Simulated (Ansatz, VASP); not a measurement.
**One calculation of HPt6, two programs**

```
Pt H
1.0
     5.61433    0.00000    0.00000
     0.00000    5.61433    0.00000
     0.00000    0.00000   21.85138
Pt H
12 2
Cartesian
  1.4036 1.4036 4.0000
  1.4036 4.2107 4.0000
  4.2107 1.4036 4.0000
  4.2107 4.2107 4.0000
  0.0000 0.0000 5.9264
  0.0000 2.8072 5.9264
  2.8072 0.0000 5.9264
  2.8072 2.8072 5.9264
  1.4036 1.4036 7.8514
  1.4036 4.2107 7.8514
  4.2107 1.4036 7.8514
  4.2107 4.2107 7.8514
  -0.5905 0.0000 8.3014
  0.5905 0.0000 8.3014
```

Alike in both runs: task single point; functional PBE; k mesh 5 × 5 × 1; occupations gaussian, width 0.1 eV; no spin polarisation.

|  | VASP | Ansatz |
| --- | --- | --- |
| version | VASP 6.6.1 | Ansatz 0.2.0 |
| potentials or method | VASP PAW PBE potentials, release 64 (Pt, H), cutoff 520 eV | scalar-relativistic, plane waves, PAW |
| valence electrons in the cell | 122 | 218 |

VASP gave:

```
gap on the k mesh at the Fermi level (eV)  : none
rms of the force components (eV/Å)         : 0.557
work function, face that differs most (eV) : 5.58
```

What did Ansatz give for the same quantities?

gap on the k mesh at the Fermi level (eV): none; rms of the force components (eV/Å): 0.551; work function, face that differs most (eV): 5.58.

Atom by atom the forces differ by 0.017 eV/Å (rms over components). A gap of «none» marks a metal or a gap that the smearing closes. VASP's potentials hold 122 valence electrons a cell and Ansatz's 218, so a difference there can come from the potentials and not from the codes.

Spin-orbit coupling is off throughout.
